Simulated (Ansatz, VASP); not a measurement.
# Two plane-wave programs on SnSe2

```
Sn Se
1.0
     3.81100    0.00000    0.00000
    -1.90550    3.30042    0.00000
     0.00000    0.00000    6.13600
Sn Se
1 2
Direct
  0.00000 0.00000 0.00000
  0.33333 0.66667 0.24900
  0.66667 0.33333 0.75100
```

Alike in both runs: task electric field gradients; functional revPBE; k mesh 13 × 13 × 7; occupations fermi-dirac, width 0.02 eV; no spin polarisation.

|  | VASP | Ansatz |
| --- | --- | --- |
| version | VASP 6.6.1 | Ansatz 0.2.0 |
| potentials or method | VASP PAW PBE potentials, release 64 (Sn_d, Se) | plane-wave PAW, scalar-relativistic |
| plane-wave cutoff (eV) | 520 | 420 |
| valence electrons in the cell | 26 | 46 |

```tsv
	VASP	Ansatz	Ansatz less VASP
gap on the k mesh at the Fermi level (eV)	0.76	0.77	+0.005
pressure (GPa)	6.9	6.9	-0.08
traceless stress, the component that is largest in VASP (GPa)	1.05	1.05	-0.003
rms of the force components (eV/Å)	0.394	0.386	-0.0072
size of Vzz on the site where it differs most (V/Å²)	98.4	100.9	+2.44
```

VASP's potentials were made for PBE, not for revPBE. Atom by atom the forces differ by 0.007 eV/Å (rms over components). With one functional, cell and mesh, what is left measures potentials, basis and numerics. VASP's potentials hold 26 valence electrons a cell and Ansatz's 46, so a difference there can come from the potentials and not from the codes.
